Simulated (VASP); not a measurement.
# Ga (Pm-3m) in VASP: settings compared

Ga is run at these levels: B3LYP, PBE-based screened hybrid with 25 % exact exchange; tasks: single point.

Program: VASP 6.6.1. These are calculated values, not measurements. Logs are shortened: lines on timing, memory, paths and dates and some standing lists are left out, and cuts for length are marked.

### Step 1. The cell of the first run

Symmetry: Pm-3m, No. 221, cubic system. The conventional cell has a = 2.716 Å, b = 2.716 Å, c = 2.716 Å, α = 90.00°, β = 90.00°, γ = 90.00°. Ga (site symmetry m-3m) has 6 Ga at 2.72 Å within 3.6 Å.

This isn't the form of Ga at room conditions, which is orthorhombic.

### Step 2. Single point, B3LYP

File POSCAR:

```
Ga
1.0
    2.7164800000      0.0000000000      0.0000000000
    0.0000000000      2.7164800000      0.0000000000
    0.0000000000      0.0000000000      2.7164800000
Ga
1
Direct
    0.0000000000      0.0000000000      0.0000000000
```

File INCAR.step1:

```
  ALGO = Normal
  EDIFF = 1E-5
  ENCUT = 520
  GGA = PE
  ISIF = 2
  ISMEAR = -1
  LASPH = True
  LCHARG = False
  LREAL = False
  LWAVE = True
  NBANDS = 12
  NELM = 60
  PREC = Accurate
  SIGMA = 0.05
```

File INCAR.step2:

```
  AEXX = 0.2
  AGGAC = 0.81
  AGGAX = 0.72
  ALDAC = 0.19
  ALGO = Normal
  EDIFF = 1E-6
  ENCUT = 520
  GGA = B3
  ISIF = 2
  ISMEAR = -1
  ISTART = 1
  LASPH = True
  LCHARG = False
  LHFCALC = True
  LREAL = False
  LWAVE = False
  NBANDS = 12
  NELM = 60
  PREC = Accurate
  PRECFOCK = Normal
  SIGMA = 0.05
```

File KPOINTS:

```
k-points
0
Gamma
  5 5 5
```

Potentials or basis: VASP PAW PBE potentials, release 64 (Ga_d).

Launch:

```
$ cat potpaw_PBE.64/Ga_d/POTCAR > POTCAR
$ cp INCAR.step1 INCAR
$ mpirun -np 1 vasp_std > vasp.out
$ cp INCAR.step2 INCAR
$ mpirun -np 1 vasp_std > vasp.out
```

OUTCAR:

```text
AEXX = 0.2
   EDIFF = 1E-6
   ENCUT = 520
   GGA = B3
   ISIF = 2
   ISMEAR = -1
   ISTART = 1
   LASPH = True
   LHFCALC = True
   LREAL = False
   NELM = 60
   PREC = Accurate
   PRECFOCK = Normal

 ion  position               nearest neighbor table
   1  0.000  0.000  0.000-

  LATTYP: Found a simple cubic cell.
 ALAT       =     2.7164800000

  Lattice vectors:

 A1 = (   2.7164800000,   0.0000000000,   0.0000000000)
 A2 = (   0.0000000000,   2.7164800000,   0.0000000000)
 A3 = (   0.0000000000,   0.0000000000,   2.7164800000)

Analysis of symmetry for initial positions (statically):
=====================================================================
 Subroutine PRICEL returns:
 Original cell was already a primitive cell.

 Routine SETGRP: Setting up the symmetry group for a
 simple cubic supercell.

 Subroutine GETGRP returns: Found 48 space group operations
 (whereof 48 operations were pure point group operations)
 out of a pool of 48 trial point group operations.

The static configuration has the point symmetry O_h .

Analysis of symmetry for dynamics (positions and initial velocities):
=====================================================================
 Subroutine PRICEL returns:
 Original cell was already a primitive cell.

 Routine SETGRP: Setting up the symmetry group for a
 simple cubic supercell.

 Subroutine GETGRP returns: Found 48 space group operations
 (whereof 48 operations were pure point group operations)
 out of a pool of 48 trial point group operations.

The dynamic configuration has the point symmetry O_h .

 Subroutine INISYM returns: Found 48 space group operations
 (whereof 48 operations are pure point group operations),
 and found     1 'primitive' translations

----------------------------------------------------------------------------------------

                                     Primitive cell

  volume of cell :      20.0456

  direct lattice vectors                    reciprocal lattice vectors
     2.716480000  0.000000000  0.000000000     0.368123454  0.000000000  0.000000000
     0.000000000  2.716480000  0.000000000     0.000000000  0.368123454  0.000000000
     0.000000000  0.000000000  2.716480000     0.000000000  0.000000000  0.368123454

  length of vectors
     2.716480000  2.716480000  2.716480000     0.368123454  0.368123454  0.368123454

  position of ions in fractional coordinates (direct lattice)
[... 76 lines left out ...]
   EFERMI =   0.00;   METHOD = LEGACY
   ISMEAR =    -1;   SIGMA  =   0.05  broadening in eV -4-tet -1-fermi 0-gaus
   EFERMI_NEDOS =   21; number of points for ismear=-14 and -15
   IALGO  =     38    algorithm
   IMIX   =      1    mixing-type and parameters
     AMIX     =   0.40;   BMIX     =  1.00
     AMIX_MAG =   1.60;   BMIX_MAG =  1.00
  volume/ion in A,a.u.               =      20.05       135.27
  Fermi-wavevector in a.u.,A,eV,Ry     =   1.417042  2.677821 27.320614  2.008008
  Thomas-Fermi vector in A             =   2.538314
   LORBIT       =      0    0 simple, 1 ext, 2 COOP (PROOUT), +10 PAW based schemes
   GGA     = B3    functional components
   LHFCALC =     T    Hartree Fock is set to
   PRECFOCK=normal    Normal, Fast or Accurate (Low or Medium for compatibility)
   ENCUT4O =  -1.0   cutoff for four orbital integrals eV
   NKREDX  =     1    reduce k-point grid by
   NKREDY  =     1    reduce k-point grid by
   NKREDZ  =     1    reduce k-point grid by
   AEXX    =    0.2000 exact exchange contribution
   HFSCREEN=    0.0000 screening length (either q_TF or 0.3 A-1)
   HFSCREENC=   0.0000 screening length for correlation (either q_TF or 0.3 A-1)
   ENCUTFOCK=  -1.0 apply spherical cutoff to Coloumb kernel
   IVDW    =     0    specifies the selected vdW correction
   LEPSILON=     F    determine dielectric tensor
   LRPA    =     F    only Hartree local field effects (RPA)
 non-spin polarized calculation
  energy-cutoff  :      520.00
  volume of cell :       20.05
 maximum number of plane-waves:       549
  NGX = 16; NGY = 16; NGZ = 16

 number of electron      13.0000027 magnetization

 Free energy of the ion-electron system (eV)
  ---------------------------------------------------
  ext. energy  EPLUGINS =         0.00000000
  ---------------------------------------------------
  free energy    TOTEN  =        -2.74651153 eV

  energy without entropy =       -2.74071661  energy(sigma->0) =       -2.74361407

 E-fermi :   4.7279     XC(G=0):  -8.4754

 val. band max:        4.6834852974   @ k =   0.4000   0.4000   0.0000
 cond. band min:       5.9319267936   @ k =   0.4000   0.4000   0.2000
 fundamental gap:      1.2484414962
 Fermi energy:         4.7278504572

 k-point     1 :       0.0000    0.0000    0.0000
  band No.  band energies     occupation
      1     -12.8877      2.00000
      2     -12.8877      2.00000
      3     -12.3748      2.00000
      4     -12.3748      2.00000
      5     -12.3748      2.00000
      6      -7.0565      2.00000
      7      14.8564      0.00000
      8      14.8564      0.00000
      9      14.8564      0.00000
     10      17.9154      0.00000
     11      17.9154      0.00000
     12      20.7115      0.00000
[... 121 lines left out ...]
 k-point    10 :       0.4000    0.4000    0.4000
  band No.  band energies     occupation
      1     -12.6785      2.00000
      2     -12.6692      2.00000
      3     -12.6692      2.00000
      4     -12.2939      2.00000
      5     -12.2939      2.00000
      6       3.4050      2.00000
      7       8.0667      0.00000
      8       8.0667      0.00000
      9      10.8442      0.00000
     10      14.8915      0.00000
     11      15.4924      0.00000
     12      15.4924      0.00000

------------------------ aborting loop because EDIFF is reached ----------------------------------------

  FORCE on cell =-STRESS in cart. coord.  units (eV):
  Direction    XX          YY          ZZ          XY          YZ          ZX
  --------------------------------------------------------------------------------------
  -------------------------------------------------------------------------------------
  Total        0.2700038      0.2700038      0.2700038     -0.0000000     -0.0000000     -0.0000000
  in kB       21.5804686     21.5804686     21.5804686     -0.0000000     -0.0000000     -0.0000000
  external PRESSURE =      21.5804686 kB  Pullay stress =       0.0000000 kB

 VOLUME and BASIS-vectors are now :
 -----------------------------------------------------------------------------
  energy-cutoff  :      520.00
  volume of cell :       20.05
      direct lattice vectors                 reciprocal lattice vectors
     2.716480000  0.000000000  0.000000000     0.368123454  0.000000000  0.000000000
     0.000000000  2.716480000  0.000000000     0.000000000  0.368123454  0.000000000
     0.000000000  0.000000000  2.716480000     0.000000000  0.000000000  0.368123454

 POSITION                                       TOTAL-FORCE (eV/Angst)
 -----------------------------------------------------------------------------------
      0.00000      0.00000      0.00000         0.000000      0.000000      0.000000
 -----------------------------------------------------------------------------------
    total drift:                               -0.000000      0.000000     -0.000000

  FREE ENERGIE OF THE ION-ELECTRON SYSTEM (eV)
  ---------------------------------------------------
  free  energy   TOTEN  =        -2.7465115315 eV

  energy  without entropy=       -2.7407166136  energy(sigma->0) =       -2.74361407
```

OSZICAR.step1:

```text
N       E                     dE             d eps       ncg     rms          rms(c)
DAV:   1     0.401363486844E+02    0.40136E+02   -0.64541E+03   264   0.181E+03
DAV:   2    -0.878842950440E+00   -0.41015E+02   -0.38943E+02   252   0.245E+02
DAV:   3    -0.286349111077E+01   -0.19846E+01   -0.19799E+01   284   0.447E+01
DAV:   4    -0.287949570793E+01   -0.16005E-01   -0.16002E-01   256   0.431E+00
DAV:   5    -0.287971268263E+01   -0.21697E-03   -0.21697E-03   292   0.463E-01    0.899E-01
DAV:   6    -0.286020722170E+01    0.19505E-01   -0.40046E-02   280   0.387E+00    0.448E-01
DAV:   7    -0.285749626341E+01    0.27110E-02   -0.69516E-03   324   0.132E+00    0.132E-01
DAV:   8    -0.285724340781E+01    0.25286E-03   -0.73018E-04   284   0.431E-01    0.140E-02
DAV:   9    -0.285725113005E+01   -0.77222E-05   -0.11279E-05   212   0.372E-02
   1 F= -.28572511E+01 E0= -.28543536E+01  d E =-.579502E-02
```

Run time: 4.2 min. Hardware: 1 thread of Intel Xeon 8259CL, shared host; peak memory 0.14 GiB.

Results:

```
Free energy            : -2.7465 eV
Pressure               : 2.2 GPa
Band gap on the k mesh : zero (an odd number of electrons rules out a gap without spin polarisation)
```

Caveat: the k points lie up to 0.46 Å⁻¹ apart, too coarse for converged energies and pressures of a metal; the PAW data sets were made with another functional, which shifts forces and pressure a little.

### Step 3. Single point, PBE-based screened hybrid with 25 % exact exchange

POSCAR is that of step 2.

File INCAR.step1:

```
SYSTEM = Ga
PREC = Accurate
ENCUT = 520
EDIFF = 1E-5
ISMEAR = -1
SIGMA = 0.05
LREAL = .FALSE.
LASPH = .TRUE.
NELM = 80
ALGO = Normal
ISIF = 2
LWAVE = .TRUE.
LCHARG = .FALSE.
NBANDS = 12
GGA = PE
```

File INCAR.step2:

```
SYSTEM = Ga
PREC = Accurate
ENCUT = 520
EDIFF = 1E-7
ISMEAR = -1
SIGMA = 0.05
LREAL = .FALSE.
LASPH = .TRUE.
NELM = 80
ALGO = Normal
ISIF = 2
LWAVE = .FALSE.
LCHARG = .FALSE.
GGA = PE
LHFCALC = .TRUE.
AEXX = 0.25
HFSCREEN = 0.3
PRECFOCK = Normal
NBANDS = 12
ISTART = 1
```

File KPOINTS:

```
regular mesh
0
G
  5 5 5
  0 0 0
```

Potentials or basis: VASP PAW PBE potentials, release 64 (Ga_d).

Launch:

```
$ cat potpaw_PBE.64/Ga_d/POTCAR > POTCAR
$ cp INCAR.step1 INCAR
$ mpirun -np 1 vasp_std > vasp.out
$ cp INCAR.step2 INCAR
$ mpirun -np 1 vasp_std > vasp.out
```

It took 6.1 min on 1 thread of Intel Xeon 8259CL, shared host; peak memory 0.23 GiB.

It converged, with:

* Free energy: -3.1578 eV
* Pressure: -1.1 GPa
* Band gap on the k mesh: zero (an odd number of electrons rules out a gap without spin polarisation)

Levels at points of the mesh, in eV from the Fermi level:
| k point | band 3 | band 4 | band 5 | band 6 | band 7 | band 8 | band 9 | band 10 |
| --- | --- | --- | --- | --- | --- | --- | --- | --- |
| (0.00, 0.00, 0.00) | -17.17 | -17.17 | -17.17 | -11.58 | 9.84 | 9.84 | 9.84 | 12.59 |

Caveat: the k points lie up to 0.46 Å⁻¹ apart, too coarse for converged energies and pressures of a metal; the PAW data sets were made with another functional, which shifts forces and pressure a little.

### Step 4. Single point, B3LYP

This run uses another cell than the first one, of 21.16 Å³/atom.

File POSCAR:

```
Ga
1.0
    2.7657543026      0.0000000000      0.0000000000
    0.0000000000      2.7657543026      0.0000000000
    0.0000000000      0.0000000000      2.7657543026
Ga
1
Direct
    0.0000000000      0.0000000000      0.0000000000
```

File INCAR.step1:

```
SYSTEM = Ga
PREC = Accurate
ENCUT = 520
EDIFF = 1E-5
ISMEAR = -1
SIGMA = 0.05
LREAL = .False.
LASPH = .True.
NELM = 60
ALGO = Normal
ISIF = 2
LWAVE = .True.
LCHARG = .False.
NBANDS = 12
GGA = PE
```

File INCAR.step2:

```
SYSTEM = Ga
PREC = Accurate
ENCUT = 520
EDIFF = 1E-7
ISMEAR = -1
SIGMA = 0.05
LREAL = .False.
LASPH = .True.
NELM = 60
ALGO = Normal
ISIF = 2
LWAVE = .False.
LCHARG = .False.
GGA = B3
LHFCALC = .True.
AEXX = 0.2
AGGAX = 0.72
AGGAC = 0.81
ALDAC = 0.19
PRECFOCK = Normal
NBANDS = 12
ISTART = 1
```

File KPOINTS:

```
regular mesh
0
Gamma
  5 5 5
  0 0 0
```

Potentials or basis: VASP PAW PBE potentials, release 64 (Ga_d).

Launch:

```
$ cat potpaw_PBE.64/Ga_d/POTCAR > POTCAR
$ cp INCAR.step1 INCAR
$ mpirun -np 1 vasp_std > vasp.out
$ cp INCAR.step2 INCAR
$ mpirun -np 1 vasp_std > vasp.out
```

OUTCAR:

```text
SYSTEM = Ga
   PREC = Accurate
   ENCUT = 520
   EDIFF = 1E-7
   ISMEAR = -1
   LREAL = .False.
   LASPH = .True.
   NELM = 60
   ISIF = 2
   GGA = B3
   LHFCALC = .True.
   AEXX = 0.2
   PRECFOCK = Normal
   ISTART = 1

 ion  position               nearest neighbor table
   1  0.000  0.000  0.000-

  LATTYP: Found a simple cubic cell.
 ALAT       =     2.7657543026

  Lattice vectors:

 A1 = (   2.7657543026,   0.0000000000,   0.0000000000)
 A2 = (   0.0000000000,   2.7657543026,   0.0000000000)
 A3 = (   0.0000000000,   0.0000000000,   2.7657543026)

Analysis of symmetry for initial positions (statically):
=====================================================================
 Subroutine PRICEL returns:
 Original cell was already a primitive cell.

 Routine SETGRP: Setting up the symmetry group for a
 simple cubic supercell.

 Subroutine GETGRP returns: Found 48 space group operations
 (whereof 48 operations were pure point group operations)
 out of a pool of 48 trial point group operations.

The static configuration has the point symmetry O_h .

Analysis of symmetry for dynamics (positions and initial velocities):
=====================================================================
 Subroutine PRICEL returns:
 Original cell was already a primitive cell.

 Routine SETGRP: Setting up the symmetry group for a
 simple cubic supercell.

 Subroutine GETGRP returns: Found 48 space group operations
 (whereof 48 operations were pure point group operations)
 out of a pool of 48 trial point group operations.

The dynamic configuration has the point symmetry O_h .

 Subroutine INISYM returns: Found 48 space group operations
 (whereof 48 operations are pure point group operations),
 and found     1 'primitive' translations

----------------------------------------------------------------------------------------

[... 108 lines left out ...]
   HFSCREEN=    0.0000 screening length (either q_TF or 0.3 A-1)
   HFSCREENC=   0.0000 screening length for correlation (either q_TF or 0.3 A-1)
   ENCUTFOCK=  -1.0 apply spherical cutoff to Coloumb kernel
   IVDW    =     0    specifies the selected vdW correction
   LEPSILON=     F    determine dielectric tensor
   LRPA    =     F    only Hartree local field effects (RPA)
 non-spin polarized calculation
  energy-cutoff  :      520.00
  volume of cell :       21.16
 maximum number of plane-waves:       587
 NGX is ok and might be reduce to    24
  NGX = 16; NGY = 16; NGZ = 16

 number of electron      12.9999997 magnetization

 Free energy of the ion-electron system (eV)
  ---------------------------------------------------
  ext. energy  EPLUGINS =         0.00000000
  ---------------------------------------------------
  free energy    TOTEN  =        -2.75381774 eV

  energy without entropy =       -2.74802282  energy(sigma->0) =       -2.75092028

 E-fermi :   4.3455     XC(G=0):  -8.2640

 val. band max:        4.3011651674   @ k =   0.4000   0.4000   0.0000
 cond. band min:       5.4994033196   @ k =   0.4000   0.4000   0.2000
 fundamental gap:      1.1982381523
 Fermi energy:         4.3455303273

 k-point     1 :       0.0000    0.0000    0.0000
  band No.  band energies     occupation
      1     -13.2665      2.00000
      2     -13.2665      2.00000
      3     -12.8164      2.00000
      4     -12.8164      2.00000
      5     -12.8164      2.00000
      6      -7.1222      2.00000
      7      14.0296      0.00000
      8      14.0296      0.00000
      9      14.0296      0.00000
     10      17.1166      0.00000
     11      17.1166      0.00000
     12      19.6117      0.00000
[... 121 lines left out ...]
 k-point    10 :       0.4000    0.4000    0.4000
  band No.  band energies     occupation
      1     -13.0793      2.00000
      2     -13.0717      2.00000
      3     -13.0717      2.00000
      4     -12.7440      2.00000
      5     -12.7440      2.00000
      6       2.8764      2.00000
      7       7.5192      0.00000
      8       7.5192      0.00000
      9       9.9570      0.00000
     10      14.1551      0.00000
     11      14.8195      0.00000
     12      14.8195      0.00000

------------------------ aborting loop because EDIFF is reached ----------------------------------------

  FORCE on cell =-STRESS in cart. coord.  units (eV):
  Direction    XX          YY          ZZ          XY          YZ          ZX
  --------------------------------------------------------------------------------------
  -------------------------------------------------------------------------------------
  Total       -0.0203080     -0.0203080     -0.0203080      0.0000000     -0.0000000     -0.0000000
  in kB       -1.5379294     -1.5379294     -1.5379294      0.0000000     -0.0000000     -0.0000000
  external PRESSURE =      -1.5379294 kB  Pullay stress =       0.0000000 kB

 VOLUME and BASIS-vectors are now :
 -----------------------------------------------------------------------------
  energy-cutoff  :      520.00
  volume of cell :       21.16
      direct lattice vectors                 reciprocal lattice vectors
     2.765754303  0.000000000  0.000000000     0.361565016  0.000000000  0.000000000
     0.000000000  2.765754303  0.000000000     0.000000000  0.361565016  0.000000000
     0.000000000  0.000000000  2.765754303     0.000000000  0.000000000  0.361565016

 POSITION                                       TOTAL-FORCE (eV/Angst)
 -----------------------------------------------------------------------------------
      0.00000      0.00000      0.00000         0.000000      0.000000      0.000000
 -----------------------------------------------------------------------------------
    total drift:                                0.000000     -0.000000     -0.000000

  FREE ENERGIE OF THE ION-ELECTRON SYSTEM (eV)
  ---------------------------------------------------
  free  energy   TOTEN  =        -2.7538177401 eV

  energy  without entropy=       -2.7480228223  energy(sigma->0) =       -2.75092028
```

OSZICAR.step1:

```text
N       E                     dE             d eps       ncg     rms          rms(c)
DAV:   1     0.455128052814E+02    0.45513E+02   -0.68232E+03   264   0.168E+03
DAV:   2    -0.576906079875E+00   -0.46090E+02   -0.44271E+02   264   0.272E+02
DAV:   3    -0.284631144694E+01   -0.22694E+01   -0.22660E+01   284   0.482E+01
DAV:   4    -0.286776856898E+01   -0.21457E-01   -0.21455E-01   260   0.476E+00
DAV:   5    -0.286803616710E+01   -0.26760E-03   -0.26759E-03   296   0.512E-01    0.838E-01
DAV:   6    -0.285021332900E+01    0.17823E-01   -0.36370E-02   292   0.360E+00    0.422E-01
DAV:   7    -0.284771413550E+01    0.24992E-02   -0.65596E-03   336   0.124E+00    0.126E-01
DAV:   8    -0.284749462609E+01    0.21951E-03   -0.68109E-04   292   0.414E-01    0.132E-02
DAV:   9    -0.284750245191E+01   -0.78258E-05   -0.10567E-05   216   0.366E-02
   1 F= -.28475025E+01 E0= -.28446049E+01  d E =-.579512E-02
```

Wall time 5.4 min (1 thread of Intel Xeon 8259CL, shared host); peak memory 0.14 GiB.

What came out:

```
Free energy            : -2.7538 eV
Pressure               : -0.2 GPa
Band gap on the k mesh : zero (an odd number of electrons rules out a gap without spin polarisation)
```

Caveat: the k points lie up to 0.45 Å⁻¹ apart, too coarse for converged energies and pressures of a metal; the PAW data sets were made with another functional, which shifts forces and pressure a little.

### Step 5. Overview

```tsv
level	cell	share of exact exchange	screening parameter	gap on the mesh (eV)	pressure (GPa)
B3LYP	a = 2.716 Å, 1 atom	0.2	-	none	2.2
PBE-based screened hybrid with 25 % exact exchange	a = 2.716 Å, 1 atom	0.25	0.3 1/Å	none	-1.1
B3LYP	a = 2.766 Å, 1 atom	0.2	-	none	-0.2
```

Alike in all rows: task single point; potentials or basis VASP PAW PBE potentials, release 64 (Ga_d); no spin polarisation; k mesh 5 × 5 × 5; cutoff (eV) 520; smearing fermi-dirac 0.05 eV.

Caveats: all runs use coarse meshes; the PAW data sets were made with another functional, which shifts forces and pressure a little.

Total energies depend on the potentials used, so only differences within one code and one set of settings carry meaning.
